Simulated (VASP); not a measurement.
# Tl (Pm-3m) in VASP: settings compared, part 2 of 2

VASP 6.6.1. Earlier steps stand in the parts before.

**5. Single point, r2SCAN0**

POSCAR reads:

```
Tl
1.0
    3.1818756235      0.0000000000      0.0000000000
    0.0000000000      3.1818756235      0.0000000000
    0.0000000000      0.0000000000      3.1818756235
Tl
1
Direct
    0.0000000000      0.0000000000      0.0000000000
```

INCAR.step1 reads:

```
ALGO     = Normal         # electronic algorithm
EDIFF    = 1E-5           # SCF threshold, eV
ENCUT    = 520            # plane-wave cutoff, eV
GGA      = PE             # functional
ISIF     = 2              # what is computed and relaxed
ISMEAR   = -1             # smearing method
LASPH    = True           # aspherical terms in the spheres
LCHARG   = False          # write CHGCAR
LREAL    = False          # projectors in reciprocal space
LWAVE    = True           # write WAVECAR
NBANDS   = 12             # bands
NELM     = 100            # most SCF steps
PREC     = Accurate       # precision mode
SIGMA    = 0.1            # smearing width, eV
```

INCAR.step2 reads:

```
AEXX     = 0.25           # exact-exchange fraction
ALGO     = Normal         # electronic algorithm
EDIFF    = 1E-7           # SCF threshold, eV
ENCUT    = 520            # plane-wave cutoff, eV
ISIF     = 2              # what is computed and relaxed
ISMEAR   = -1             # smearing method
ISTART   = 1            
LASPH    = True           # aspherical terms in the spheres
LCHARG   = False          # write CHGCAR
LHFCALC  = True           # exact exchange
LMIXTAU  = True         
LREAL    = False          # projectors in reciprocal space
LWAVE    = False          # write WAVECAR
METAGGA  = R2SCAN         # meta-GGA
NBANDS   = 12             # bands
NELM     = 100            # most SCF steps
PREC     = Accurate       # precision mode
PRECFOCK = Normal       
SIGMA    = 0.1            # smearing width, eV
```

KPOINTS reads:

```
k-points
0
Gamma
  5 5 5
```

Potentials or basis: VASP PAW PBE potentials, release 64 (Tl_d).

Command:

```bash
> cat potpaw_PBE.64/Tl_d/POTCAR > POTCAR
> cp INCAR.step1 INCAR
> mpirun -np 1 vasp_std > vasp.out
> cp INCAR.step2 INCAR
> mpirun -np 1 vasp_std > vasp.out
```

OUTCAR:

```text
AEXX = 0.25
   EDIFF = 1E-7
   ENCUT = 520
   ISIF = 2
   ISMEAR = -1
   ISTART = 1
   LASPH = True
   LHFCALC = True
   LREAL = False
   METAGGA = R2SCAN
   NELM = 100
   PREC = Accurate
   PRECFOCK = Normal

 ion  position               nearest neighbor table
   1  0.000  0.000  0.000-

  LATTYP: Found a simple cubic cell.
 ALAT       =     3.1818756235

  Lattice vectors:

 A1 = (   3.1818756235,   0.0000000000,   0.0000000000)
 A2 = (   0.0000000000,   3.1818756235,   0.0000000000)
[... 322 lines left out ...]
     12      15.1804      0.00000

------------------------ aborting loop because EDIFF is reached ----------------------------------------

  FORCE on cell =-STRESS in cart. coord.  units (eV):
  Direction    XX          YY          ZZ          XY          YZ          ZX
  --------------------------------------------------------------------------------------
  -------------------------------------------------------------------------------------
  Total       -0.0897840     -0.0897840     -0.0897840      0.0000000     -0.0000000      0.0000000
  in kB       -4.4653935     -4.4653935     -4.4653935      0.0000000     -0.0000000      0.0000000
  external PRESSURE =      -4.4653935 kB  Pullay stress =       0.0000000 kB

 VOLUME and BASIS-vectors are now :
 -----------------------------------------------------------------------------
  energy-cutoff  :      520.00
  volume of cell :       32.21
      direct lattice vectors                 reciprocal lattice vectors
     3.181875623  0.000000000  0.000000000     0.314280041  0.000000000  0.000000000
     0.000000000  3.181875623  0.000000000     0.000000000  0.314280041  0.000000000
     0.000000000  0.000000000  3.181875623     0.000000000  0.000000000  0.314280041

 POSITION                                       TOTAL-FORCE (eV/Angst)
 -----------------------------------------------------------------------------------
      0.00000      0.00000      0.00000         0.000000      0.000000      0.000000
 -----------------------------------------------------------------------------------
    total drift:                               -0.000000      0.000000      0.000000

  FREE ENERGIE OF THE ION-ELECTRON SYSTEM (eV)
  ---------------------------------------------------
  free  energy   TOTEN  =       -41.2518083641 eV

  energy  without entropy=      -41.2401370780  energy(sigma->0) =      -41.24597272
```

OSZICAR.step1:

```text
N       E                     dE             d eps       ncg     rms          rms(c)
DAV:   1     0.554997527029E+02    0.55500E+02   -0.66640E+03   240   0.930E+02
DAV:   2    -0.142729643023E+01   -0.56927E+02   -0.56008E+02   268   0.220E+02
DAV:   3    -0.209017158077E+01   -0.66288E+00   -0.66252E+00   292   0.220E+01
DAV:   4    -0.209359648740E+01   -0.34249E-02   -0.34247E-02   280   0.180E+00
DAV:   5    -0.209364374210E+01   -0.47255E-04   -0.47254E-04   276   0.210E-01    0.222E+00
DAV:   6    -0.207368601748E+01    0.19958E-01   -0.34371E-02   280   0.172E+00    0.156E+00
DAV:   7    -0.207057403392E+01    0.31120E-02   -0.12887E-02   256   0.105E+00    0.591E-01
DAV:   8    -0.207042433639E+01    0.14970E-03   -0.76700E-04   272   0.243E-01    0.302E-02
DAV:   9    -0.207042714907E+01   -0.28127E-05   -0.56903E-06   180   0.240E-02
   1 F= -.20704271E+01 E0= -.20622910E+01  d E =-.162724E-01
```

Run time: 4 min. Hardware: 1 thread of AMD EPYC 7R13 (Zen 3), shared host; peak memory 0.12 GiB.

Results:

```
Free energy            : -41.2518 eV
Pressure               : -0.4 GPa
Band gap on the k mesh : zero (an odd number of electrons rules out a gap without spin polarisation)
```

Levels at points of the mesh, in eV from the Fermi level:
```tsv
k point	band 2	band 3	band 4	band 5	band 6	band 7	band 8	band 9	band 10	band 11
(0.00, 0.00, 0.00)	-14.79	-13.69	-13.69	-13.69	-11.52	7.96	7.96	7.96	11.04	12.68
```

Caveat: the k points lie up to 0.39 Å⁻¹ apart, too coarse for converged energies and pressures of a metal; the PAW data sets were made with another functional, which shifts forces and pressure a little; spin-orbit coupling is left out, which moves the levels of the heavy elements.

**6. The runs side by side**

| task | level | cell | k mesh | cutoff (eV) | grid for exact exchange (PRECFOCK) | share of exact exchange | gap on the mesh (eV) | pressure (GPa) |
| --- | --- | --- | --- | --- | --- | --- | --- | --- |
| single point | r2SCAN | a = 3.182 Å, 1 atom | 16 × 16 × 16 | 520 | - | - | none | 0.2 |
| relaxation of cell and atoms | r2SCAN | relaxed from a = 3.117 Å, 1 atom | 10 × 10 × 10 | 600 | - | - | none | 0.0 |
| single point | r2SCAN | a = 3.182 Å, 1 atom | 5 × 5 × 5 | 520 | - | - | none | 0.2 |
| single point | r2SCAN0 | a = 3.182 Å, 1 atom | 5 × 5 × 5 | 520 | Normal | 0.25 | none | -0.4 |

Alike in all rows: potentials or basis VASP PAW PBE potentials, release 64 (Tl_d); no spin polarisation; smearing fermi-dirac 0.1 eV.

Caveats: some runs use coarse meshes; the PAW data sets were made with another functional, which shifts forces and pressure a little; spin-orbit coupling is left out, which moves the levels of the heavy elements.

Total energies depend on the potentials used, so only differences within one code and one set of settings carry meaning.
